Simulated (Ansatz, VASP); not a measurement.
## GaMo: VASP beside Ansatz

```xyz
4
Lattice="3.8681 0.0000 0.0000 0.0000 3.8681 0.0000 0.0000 0.0000 4.1136" Properties=species:S:1:pos:R:3 pbc="T T T"
Ga    0.0000    1.9341    4.1136
Ga    1.9341    0.0000    0.0000
Mo    0.0000    0.0000    2.0568
Mo    1.9341    1.9341    2.0568
```

Alike in both runs: functional PBE; k mesh 5 × 5 × 4; occupations gaussian, width 0.2 eV; no spin polarisation.

Ansatz relaxed the structure, and its values are those at the end. VASP's run is a single point on that final structure, the one shown.

|  | VASP | Ansatz |
| --- | --- | --- |
| version | VASP 6.6.1 | Ansatz 0.2.0 |
| potentials or method | VASP PAW PBE potentials, release 64 (Ga_d, Mo_sv), cutoff 520 eV | scalar-relativistic, plane waves, PAW |
| valence electrons in the cell | 54 | 54 |

|  | VASP | Ansatz | Ansatz less VASP |
| --- | --- | --- | --- |
| gap on the k mesh at the Fermi level (eV) | none | none | - |
| pressure (GPa) | 0.5 | 0.0 | -0.46 |

A gap of «none» marks a metal or a gap that the smearing closes.

The k mesh is coarse, so the values compare programs but aren't converged.
